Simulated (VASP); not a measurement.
Input of a VASP 6.6.1 run:

Contents of INCAR:

```
SYSTEM = Nb
ALGO = Normal
EDIFF = 1E-6
EDIFFG = -0.05
ENCUT = 600
GGA = CA
IBRION = 2
ISIF = 3
ISMEAR = 0
LASPH = .TRUE.
LCHARG = .FALSE.
LREAL = .FALSE.
LWAVE = .FALSE.
NELM = 80
NSW = 100
PREC = Accurate
SIGMA = 0.1
```

File KPOINTS:

```
k-points
0
G
  8 8 8
  0 0 0
```

The input POSCAR:

```
Nb
1.0
   -1.6588161900      1.6588161900      1.6588161900
    1.6588161900     -1.6588161900      1.6588161900
    1.6588161900      1.6588161900     -1.6588161900
Nb
1
Direct
    0.0000000000      0.0000000000      0.0000000000
```

Potentials or basis: VASP PAW LDA potentials, release 64 (Nb_sv).

The run is started by

```bash
$ cat potpaw_LDA.64/Nb_sv/POTCAR > POTCAR
$ mpirun -np 1 vasp_std > vasp.out
```

**Question.** Estimate the relaxed volume.

**Answer.** 17.25 Å³/atom.

**Question.** What does it give for the relaxed cell?

**Answer.** a = 2.819 Å, b = 2.819 Å, c = 2.819 Å, α = 109.47°, β = 109.47°, γ = 109.47°.

Step by step:
| step | energy change (eV) | largest force (eV/Å) | pressure (GPa) | volume (Å³) |
| --- | --- | --- | --- | --- |
| 1 | 0.0000 | 0.0000 | -10.52 | 18.26 |
| 2 | 0.1281 | 0.0000 | 30.03 | 15.27 |
| 3 | -0.0361 | 0.0000 | -0.44 | 17.25 |
